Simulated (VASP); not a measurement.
# BP (F-43m) in VASP: notebook

Runs on BP. Level: PBEsol. Tasks: relaxation of cell and atoms.

Everything below comes from runs of VASP 6.6.1. Logs are shortened: lines on timing, memory, paths and dates and some standing lists are left out, and cuts for length are marked.

### 1 The cell of the first run

It takes space group F-43m (No. 216, cubic). The conventional cell has a = 4.538 Å, b = 4.538 Å, c = 4.538 Å, α = 90.00°, β = 90.00°, γ = 90.00°. B (site symmetry -43m) has 4 P at 1.97 Å within 2.6 Å. P (site symmetry -43m) has 4 B at 1.97 Å within 2.6 Å.

### 2 Relaxation of cell and atoms, PBEsol, target pressure 6 GPa, at which the enthalpy is minimised

INCAR

```
SYSTEM = BP
ALGO     = Normal         ! electronic algorithm
EDIFF    = 1E-6           ! SCF threshold, eV
EDIFFG   = -0.005         ! ionic threshold
ENCUT    = 600            ! plane-wave cutoff, eV
GGA      = PS             ! functional
IBRION   = 2              ! ionic algorithm
ISIF     = 3              ! what is computed and relaxed
ISMEAR   = 0              ! smearing method
LASPH    = .True.         ! aspherical terms in the spheres
LCHARG   = .False.        ! write CHGCAR
LREAL    = .False.        ! projectors in reciprocal space
LWAVE    = .False.        ! write WAVECAR
NELM     = 80             ! most SCF steps
NSW      = 80             ! ionic steps
PREC     = Accurate       ! precision mode
PSTRESS  = 60.0         
SIGMA    = 0.01           ! smearing width, eV
```

KPOINTS

```
k-points
0
Gamma
  8 8 8
  0 0 0
```

POSCAR

```
BP
1.0
    0.0000000000      2.2690000000      2.2690000000
    2.2690000000      0.0000000000      2.2690000000
    2.2690000000      2.2690000000      0.0000000000
B P
1 1
Direct
    0.0000000000      0.0000000000      0.0000000000
    0.2500000000      0.2500000000      0.2500000000
```

Potentials or basis: VASP PAW PBE potentials, release 64 (B, P).

Run with:

```bash
$ cat potpaw_PBE.64/B/POTCAR potpaw_PBE.64/P/POTCAR > POTCAR
$ mpirun -np 1 vasp_std > vasp.out
```

OUTCAR:

```text
SYSTEM = BP
   EDIFF = 1E-6
   EDIFFG = -0.005
   ENCUT = 600
   GGA = PS
   IBRION = 2
   ISIF = 3
   ISMEAR = 0
   LASPH = .True.
   LREAL = .False.
   NELM = 80
   NSW = 80
   PREC = Accurate
   PSTRESS = 60.0

 ion  position               nearest neighbor table
   1  0.000  0.000  0.000-   2 1.97   2 1.97   2 1.97   2 1.97
   2  0.250  0.250  0.250-   1 1.97   1 1.97   1 1.97   1 1.97

  LATTYP: Found a face centered cubic cell.
 ALAT       =     4.5380000000

  Lattice vectors:

 A1 = (   0.0000000000,   2.2690000000,   2.2690000000)
 A2 = (   2.2690000000,   0.0000000000,   2.2690000000)
 A3 = (   2.2690000000,   2.2690000000,   0.0000000000)

Analysis of symmetry for initial positions (statically):
=====================================================================
 Subroutine PRICEL returns:
 Original cell was already a primitive cell.

 Routine SETGRP: Setting up the symmetry group for a
 face centered cubic supercell.

 Subroutine GETGRP returns: Found 24 space group operations
 (whereof 24 operations were pure point group operations)
 out of a pool of 48 trial point group operations.

The static configuration has the point symmetry T_d .

Analysis of symmetry for dynamics (positions and initial velocities):
=====================================================================
 Subroutine PRICEL returns:
 Original cell was already a primitive cell.

 Routine SETGRP: Setting up the symmetry group for a
 face centered cubic supercell.

 Subroutine GETGRP returns: Found 24 space group operations
 (whereof 24 operations were pure point group operations)
 out of a pool of 48 trial point group operations.

The dynamic configuration has the point symmetry T_d .

 Subroutine INISYM returns: Found 24 space group operations
 (whereof 24 operations are pure point group operations),
 and found     1 'primitive' translations

----------------------------------------------------------------------------------------

                                     Primitive cell

  volume of cell :      23.3633

  direct lattice vectors                    reciprocal lattice vectors
     0.000000000  2.269000000  2.269000000    -0.220361393  0.220361393  0.220361393
     2.269000000  0.000000000  2.269000000     0.220361393 -0.220361393  0.220361393
     2.269000000  2.269000000  0.000000000     0.220361393  0.220361393 -0.220361393

  length of vectors
     3.208850573  3.208850573  3.208850573     0.381677128  0.381677128  0.381677128

  position of ions in fractional coordinates (direct lattice)
     0.000000000  0.000000000  0.000000000
     0.250000000  0.250000000  0.250000000

  ion indices of the primitive-cell ions
   primitive index   ion index
                 1           1
                 2           2

----------------------------------------------------------------------------------------

 KPOINTS: k-points

Automatic generation of k-mesh.
 Grid dimensions read from file:
 generate k-points for:    8    8    8

 Generating k-lattice:

  Cartesian coordinates                     Fractional coordinates (reciprocal lattice)
    -0.027545174  0.027545174  0.027545174     0.125000000  0.000000000  0.000000000
     0.027545174 -0.027545174  0.027545174     0.000000000  0.125000000  0.000000000
     0.027545174  0.027545174 -0.027545174     0.000000000  0.000000000  0.125000000

  Length of vectors
     0.047709641  0.047709641  0.047709641

  Shift w.r.t. Gamma in fractional coordinates (k-lattice)
     0.000000000  0.000000000  0.000000000

 Subroutine IBZKPT returns following result:
 ===========================================

 Found     29 irreducible k-points:

 Following reciprocal coordinates:
            Coordinates               Weight
  0.000000  0.000000  0.000000      1.000000
  0.125000  0.000000  0.000000      8.000000
  0.250000  0.000000  0.000000      8.000000
  0.375000  0.000000  0.000000      8.000000
  0.500000  0.000000  0.000000      4.000000
  0.125000  0.125000  0.000000      6.000000
[... 16 lines left out ...]
  0.500000  0.250000  0.125000     48.000000
 -0.375000  0.250000  0.125000     24.000000
 [... further k-points ...]
   k-points           NKPTS =     29   k-points in BZ     NKDIM =     29   number of bands    NBANDS=      8
   number of dos      NEDOS =    301   number of ions     NIONS =      2
   total plane-waves  NPLWV =  21952
   dimension x,y,z NGX =    28 NGY =   28 NGZ =   28
   dimension x,y,z NGXF=    56 NGYF=   56 NGZF=   56
   ions per type =               1   1
   NGX,Y,Z   is equivalent  to a cutoff of  14.51, 14.51, 14.51 a.u.
   NGXF,Y,Z  is equivalent  to a cutoff of  29.01, 29.01, 29.01 a.u.
 SYSTEM =  BP
   PREC   = accura    normal or accurate (medium, high low for compatibility)
   ISTART =      0    job   : 0-new  1-cont  2-samecut
   ICHARG =      2    charge: 1-file 2-atom 10-const
   ISPIN  =      1    spin polarized calculation?
   LNONCOLLINEAR =      F non collinear calculations
   LSORBIT =      F    spin-orbit coupling
   LASPH  =      T    aspherical Exc in radial PAW
   ENCUT  =  600.0 eV  44.10 Ry    6.64 a.u.   6.41  6.41  6.41*2*pi/ulx,y,z
   NELM   =     80;   NELMIN=  2; NELMDL= -5     # of ELM steps
   EDIFF  = 0.1E-05   stopping-criterion for ELM
   LREAL  =      F    real-space projection
   EDIFFG = -.5E-02   stopping-criterion for IOM
   NSW    =     80    number of steps for IOM
   IBRION =      2    ionic relax: 0-MD 1-quasi-New 2-CG
   NFREE  =      1    steps in history (QN), initial steepest desc. (CG)
   ISIF   =      3    stress and relaxation
   ISYM   =      2    0-nonsym 1-usesym 2-fastsym
   POTIM  = 0.5000    time-step for ionic-motion
   TEBEG  =    0.0;   TEEND  =   0.0 temperature during run
   PSTRESS=   60.0 pullay stress
   NELECT =       8.0000    total number of electrons
   NUPDOWN=      -1.0000    fix difference up-down
   EMIN   =  10.00;   EMAX   =-10.00  energy-range for DOS
   EFERMI =   0.00;   METHOD = LEGACY
   ISMEAR =     0;   SIGMA  =   0.01  broadening in eV -4-tet -1-fermi 0-gaus
   EFERMI_NEDOS =   21; number of points for ismear=-14 and -15
   IALGO  =     38    algorithm
   IMIX   =      4    mixing-type and parameters
     AMIX     =   0.40;   BMIX     =  1.00
     AMIX_MAG =   1.60;   BMIX_MAG =  1.00
  volume/ion in A,a.u.               =      11.68        78.83
  Fermi-wavevector in a.u.,A,eV,Ry     =   1.145320  2.164342 17.847562  1.311759
  Thomas-Fermi vector in A             =   2.282009
   LORBIT       =      0    0 simple, 1 ext, 2 COOP (PROOUT), +10 PAW based schemes
   GGA     = PS    functional components
   LHFCALC =     F    Hartree Fock is set to
   AEXX    =    0.0000 exact exchange contribution
   IVDW    =     0    specifies the selected vdW correction
   LEPSILON=     F    determine dielectric tensor
   LRPA    =     F    only Hartree local field effects (RPA)
 conjugate gradient relaxation of ions
 non-spin polarized calculation
 Gauss-broadening in eV      SIGMA  =   0.01
  energy-cutoff  :      600.00
  volume of cell :       23.36
 maximum number of plane-waves:       799
 NGX is ok and might be reduce to    28
   NGX = 13   NGY = 13   NGZ = 13

--------------------------------------- Ionic step        1  -------------------------------------------

 number of electron       8.0000000 magnetization

 Free energy of the ion-electron system (eV)
  ---------------------------------------------------
  ext. energy  EPLUGINS =         0.00000000
  ---------------------------------------------------
  free energy    TOTEN  =       -13.67182973 eV

  energy without entropy =      -13.67182973  energy(sigma->0) =      -13.67182973

------------------------ aborting loop because EDIFF is reached ----------------------------------------

  FORCE on cell =-STRESS in cart. coord.  units (eV):
  Direction    XX          YY          ZZ          XY          YZ          ZX
  --------------------------------------------------------------------------------------
  -------------------------------------------------------------------------------------
  Total       -0.2677368     -0.2677368     -0.2677368      0.0000000      0.0000000     -0.0000000
  in kB      -18.3605294    -18.3605294    -18.3605294      0.0000000      0.0000000     -0.0000000
  external PRESSURE =     -78.3605294 kB  Pullay stress =      60.0000000 kB

 VOLUME and BASIS-vectors are now :
 -----------------------------------------------------------------------------
  energy-cutoff  :      600.00
  volume of cell :       23.36
      direct lattice vectors                 reciprocal lattice vectors
     0.000000000  2.269000000  2.269000000    -0.220361393  0.220361393  0.220361393
     2.269000000  0.000000000  2.269000000     0.220361393 -0.220361393  0.220361393
     2.269000000  2.269000000  0.000000000     0.220361393  0.220361393 -0.220361393
[... 46 lines left out ...]
  FREE ENERGIE OF THE ION-ELECTRON SYSTEM (eV)
  ---------------------------------------------------
  free  energy   TOTEN  =       -13.6058586990 eV

  energy  without entropy=      -13.6058586990  energy(sigma->0) =      -13.60585870

  enthalpy is  TOTEN    =       -12.8012976504 eV   P V=        0.8045610486

--------------------------------------- Ionic step        3  -------------------------------------------

 number of electron       8.0000000 magnetization

 Free energy of the ion-electron system (eV)
  ---------------------------------------------------
  ext. energy  EPLUGINS =         0.00000000
  ---------------------------------------------------
  free energy    TOTEN  =       -13.65972706 eV

  energy without entropy =      -13.65972706  energy(sigma->0) =      -13.65972706

 E-fermi :   8.0396     XC(G=0): -11.2322

 val. band max:        7.9355180300   @ k =   0.0000   0.0000   0.0000
 cond. band min:       9.0466810371   @ k =   0.3750   0.3750   0.0000
 fundamental gap:      1.1111630071
 Fermi energy:         8.0396001058

 k-point     1 :       0.0000    0.0000    0.0000
  band No.  band energies     occupation
      1      -7.9618      2.00000
      2       7.9355      2.00000
      3       7.9355      2.00000
      4       7.9355      2.00000
      5      11.3609      0.00000
      6      11.3609      0.00000
      7      11.3609      0.00000
      8      15.9552      0.00000

 k-point     2 :       0.1250    0.0000    0.0000
  band No.  band energies     occupation
      1      -7.6695      2.00000
      2       6.0175      2.00000
      3       7.4861      2.00000
      4       7.4861      2.00000
      5      11.9565      0.00000
      6      11.9802      0.00000
      7      11.9802      0.00000
      8      16.6591      0.00000
[... 221 lines left out ...]
 k-point    23 :       0.5000    0.2500    0.1250
  band No.  band energies     occupation
      1      -4.7573      2.00000
      2       0.6103      2.00000
      3       3.3040      2.00000
      4       5.0525      2.00000
      5      11.9832      0.00000
      6      13.4725      0.00000
      7      15.3958      0.00000
      8      16.4670      0.00000

 k-point    24 :      -0.3750    0.2500    0.1250
  band No.  band energies     occupation
      1      -3.7514      2.00000
      2      -0.8443      2.00000
      3       3.2405      2.00000
      4       4.6542      2.00000
      5      12.0355      0.00000
      6      13.2232      0.00000
      7      16.4951      0.00000
      8      17.9356      0.00000

 [... further k-points ...]
[... 5 lines left out ...]
  --------------------------------------------------------------------------------------
  -------------------------------------------------------------------------------------
  Total        0.8311647      0.8311647      0.8311647     -0.0000000     -0.0000000      0.0000000
  in kB       59.5702904     59.5702904     59.5702904     -0.0000000     -0.0000000      0.0000000
  external PRESSURE =      -0.4297096 kB  Pullay stress =      60.0000000 kB

 VOLUME and BASIS-vectors are now :
 -----------------------------------------------------------------------------
  energy-cutoff  :      600.00
  volume of cell :       22.35
      direct lattice vectors                 reciprocal lattice vectors
     0.000000000  2.235867075  2.235867075    -0.223626890  0.223626890  0.223626890
     2.235867075  0.000000000  2.235867075     0.223626890 -0.223626890  0.223626890
     2.235867075  2.235867075 -0.000000000     0.223626890  0.223626890 -0.223626890

 POSITION                                       TOTAL-FORCE (eV/Angst)
 -----------------------------------------------------------------------------------
      0.00000      0.00000      0.00000        -0.000000     -0.000000     -0.000000
      1.11793      1.11793      1.11793         0.000000      0.000000      0.000000
 -----------------------------------------------------------------------------------
    total drift:                               -0.000000     -0.000000     -0.000000

  FREE ENERGIE OF THE ION-ELECTRON SYSTEM (eV)
  ---------------------------------------------------
  free  energy   TOTEN  =       -13.6597270608 eV

  energy  without entropy=      -13.6597270608  energy(sigma->0) =      -13.65972706

  enthalpy is  TOTEN    =       -12.8225667977 eV   P V=        0.8371602631

 reached required accuracy - stopping structural energy minimisation
```

It took 16 s on 1 thread of Intel Xeon Platinum 8488C (Sapphire Rapids), shared host; peak memory 0.15 GiB.

Results:

* Free energy: -13.6597 eV
* Relaxed volume: 11.18 Å³/atom
* Relaxed cell: a = 3.162 Å, b = 3.162 Å, c = 3.162 Å, α = 60.00°, β = 60.00°, γ = 60.00°
* Space group after relaxing (to 0.05 Å): F-43m (No. 216)
* Energy change on relaxing (the enthalpy is what falls): +6.1 meV/atom
* Ionic steps: 3
* Pressure after relaxing: 6.0 GPa
* Band gap on the k mesh: 1.11 eV, indirect (least direct gap 3.43 eV)

Step by step:
```csv
step,energy change (eV),largest force (eV/Å),pressure (GPa),volume (Å³)
1,0.0000,0.0000,-1.84,23.36
2,0.0660,0.0000,14.13,21.48
3,0.0121,0.0000,5.96,22.35
```

Final structure:
```yaml
crystal:
  lattice:
    - [0.00000, 2.23587, 2.23587]
    - [2.23587, 0.00000, 2.23587]
    - [2.23587, 2.23587, 0.00000]
  atoms:
    - { symbol: B, position: [0.00000, 0.00000, 0.00000] }
    - { symbol: P, position: [0.25000, 0.25000, 0.25000] }
```

Levels at points of the mesh, in eV from the valence-band top:
| k point | band 1 | band 2 | band 3 | band 4 | band 5 | band 6 | band 7 | band 8 |
| --- | --- | --- | --- | --- | --- | --- | --- | --- |
| (0.00, 0.00, 0.00) | -15.90 | 0.00 | 0.00 | 0.00 | 3.43 | 3.43 | 3.43 | 8.02 |
| (0.50, 0.00, 0.00) | -12.38 | -9.42 | -1.82 | -1.82 | 4.00 | 4.68 | 4.68 | 10.08 |
| (0.50, 0.50, 0.00) | -10.79 | -8.83 | -4.31 | -4.31 | 1.14 | 1.48 | 12.51 | 12.51 |

Caveat: the cell is relaxed towards a set pressure, so the enthalpy falls and the energy may rise; the PAW data sets were made with another functional, which shifts forces and pressure a little. As with any semilocal functional, this PBEsol gap is likely too small.

### 3 Relaxation of cell and atoms, PBEsol, target pressure 8 GPa, at which the enthalpy is minimised

INCAR

```
SYSTEM = BP
PREC = Accurate ; ENCUT = 600
EDIFF = 1E-6 ; ISMEAR = 0
SIGMA = 0.01 ; LREAL = .False.
LASPH = .True. ; NELM = 80
ALGO = Normal ; ISIF = 3
LWAVE = .False. ; LCHARG = .False.
GGA = PS ; IBRION = 2
NSW = 80 ; EDIFFG = -0.005
PSTRESS = 80.0
```

KPOINTS

```
Automatic mesh
0
Gamma
  8 8 8
  0 0 0
```

POSCAR is that of step 2.

Potentials or basis: VASP PAW PBE potentials, release 64 (B, P).

Run with:

```bash
$ cat potpaw_PBE.64/B/POTCAR potpaw_PBE.64/P/POTCAR > POTCAR
$ mpirun -np 1 vasp_std > vasp.out
```

It took 23 s on 1 thread of Intel Xeon Platinum 8488C (Sapphire Rapids), shared host; peak memory 0.14 GiB.

It converged, with:

| Item | Value |
| --- | --- |
| Free energy | -13.6496 eV |
| Relaxed volume | 11.06 Å³/atom |
| Relaxed cell | a = 3.151 Å, b = 3.151 Å, c = 3.151 Å, α = 60.00°, β = 60.00°, γ = 60.00° |
| Space group after relaxing (to 0.05 Å) | F-43m (No. 216) |
| Energy change on relaxing (the enthalpy is what falls) | +11.1 meV/atom |
| Ionic steps | 6 |
| Pressure after relaxing | 8.0 GPa |
| Band gap on the k mesh | 1.10 eV, indirect (least direct gap 3.44 eV) |

The path:
```tsv
step	energy change (eV)	largest force (eV/Å)	pressure (GPa)	volume (Å³)
1	0.0000	0.0000	-1.84	23.36
2	0.1138	0.0000	19.11	21.02
3	0.0218	0.0000	7.92	22.13
4	0.0230	0.0000	8.13	22.11
5	0.0217	0.0000	7.91	22.13
6	0.0222	0.0000	7.99	22.12
```

Final structure:
```cif
data_structure
_symmetry_space_group_name_H-M 'P 1'
_symmetry_Int_Tables_number 1
_cell_length_a 3.1510
_cell_length_b 3.1510
_cell_length_c 3.1510
_cell_angle_alpha 60.000
_cell_angle_beta 60.000
_cell_angle_gamma 60.000
_cell_volume 22.12
loop_
_atom_site_label
_atom_site_type_symbol
_atom_site_fract_x
_atom_site_fract_y
_atom_site_fract_z
_atom_site_occupancy
B1 B 0.00000 0.00000 0.00000 1
P1 P 0.25000 0.25000 0.25000 1
```

Levels at points of the mesh, in eV from the valence-band top:
```csv
k point,band 1,band 2,band 3,band 4,band 5,band 6,band 7,band 8
"(0.00, 0.00, 0.00)",-15.99,0.00,0.00,0.00,3.44,3.44,3.44,8.18
"(0.50, 0.00, 0.00)",-12.43,-9.50,-1.83,-1.83,4.07,4.68,4.68,10.11
"(0.50, 0.50, 0.00)",-10.83,-8.88,-4.34,-4.34,1.12,1.47,12.61,12.61
```

Caveat: the cell is relaxed towards a set pressure, so the enthalpy falls and the energy may rise; the PAW data sets were made with another functional, which shifts forces and pressure a little. A hybrid or GW would open this gap; PBEsol tends to underestimate it.
